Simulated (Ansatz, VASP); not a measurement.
## Al2O3 in VASP and in Ansatz

File INCAR:

```
SYSTEM = Al2O3
ALGO = Normal
EDIFF = 1E-6
ENCUT = 520
GGA = PS
ISIF = 2
ISMEAR = 0
LASPH = .TRUE.
LCHARG = .FALSE.
LREAL = .FALSE.
LWAVE = .FALSE.
NBANDS = 35
NELM = 100
PREC = Accurate
SIGMA = 0.05
```

KPOINTS

```
k-points
0
G
  6 6 6
  0 0 0
```

The input POSCAR:

```
Al2O3
1.0
    2.4941532063      1.4400000251      4.1838588652
   -2.4941532063      1.4400000251      4.1838588652
    0.0000000000     -2.8800000502      4.1838588652
Al O
4 6
Direct
    0.8520350473      0.8520350473      0.8520350473
    0.6479649527      0.6479649527      0.6479649527
    0.1479649527      0.1479649527      0.1479649527
    0.3520350473      0.3520350473      0.3520350473
    0.0558571577      0.4441428423      0.7500000000
    0.7500000000      0.0558571577      0.4441428423
    0.4441428423      0.7500000000      0.0558571577
    0.9441428423      0.5558571577      0.2500000000
    0.2500000000      0.9441428423      0.5558571577
    0.5558571577      0.2500000000      0.9441428423
```

Input for Ansatz:

```yaml
crystal:
  lattice:
    - [2.4941532063, 1.4400000251, 4.1838588652]
    - [-2.4941532063, 1.4400000251, 4.1838588652]
    - [0.0, -2.8800000502, 4.1838588652]
  atoms:
    - { symbol: Al, position: [0.8520350473, 0.8520350473, 0.8520350473] }
    - { symbol: Al, position: [0.6479649527, 0.6479649527, 0.6479649527] }
    - { symbol: Al, position: [0.1479649527, 0.1479649527, 0.1479649527] }
    - { symbol: Al, position: [0.3520350473, 0.3520350473, 0.3520350473] }
    - { symbol: O, position: [0.0558571577, 0.4441428423, 0.75] }
    - { symbol: O, position: [0.75, 0.0558571577, 0.4441428423] }
    - { symbol: O, position: [0.4441428423, 0.75, 0.0558571577] }
    - { symbol: O, position: [0.9441428423, 0.5558571577, 0.25] }
    - { symbol: O, position: [0.25, 0.9441428423, 0.5558571577] }
    - { symbol: O, position: [0.5558571577, 0.25, 0.9441428423] }
basis:
  ecutwfc: 520.0
kpoints:
  mp_grid: { grid: [6, 6, 6] }
hamiltonian:
  xc: pbesol
  pseudopotentials: { kind: paw, azcp: { folder: soft_1 } }
scf:
  occupations: { method: gaussian, width: 0.05 }
output:
  forces: true
  stress: true
  eigenvalues: true
```

Alike in both runs: task single point; functional PBEsol; k mesh 6 × 6 × 6; occupations gaussian, width 0.05 eV; no spin polarisation.

|  | VASP | Ansatz |
| --- | --- | --- |
| version | VASP 6.6.1 | Ansatz 0.2.0 |
| potentials or method | VASP PAW PBE potentials, release 64 (Al, O), cutoff 520 eV | scalar-relativistic, plane waves, PAW |
| valence electrons in the cell | 48 | 48 |

```csv
,VASP,Ansatz,Ansatz less VASP
gap on the k mesh at the Fermi level (eV),4.74,4.74,-0.001
least direct gap on the mesh (eV),4.74,4.74,-0.001
pressure (GPa),-11.7,-11.8,-0.06
"traceless stress, the component that is largest in VASP (GPa)",19.72,19.71,-0.013
rms of the force components (eV/Å),0.243,0.240,-0.0034
```

VASP's potentials were made for PBE, not for PBEsol, and Ansatz warns of the same on its side. Atom by atom the forces differ by 0.005 eV/Å (rms over components). With one functional, cell and mesh, what is left measures potentials, basis and numerics.
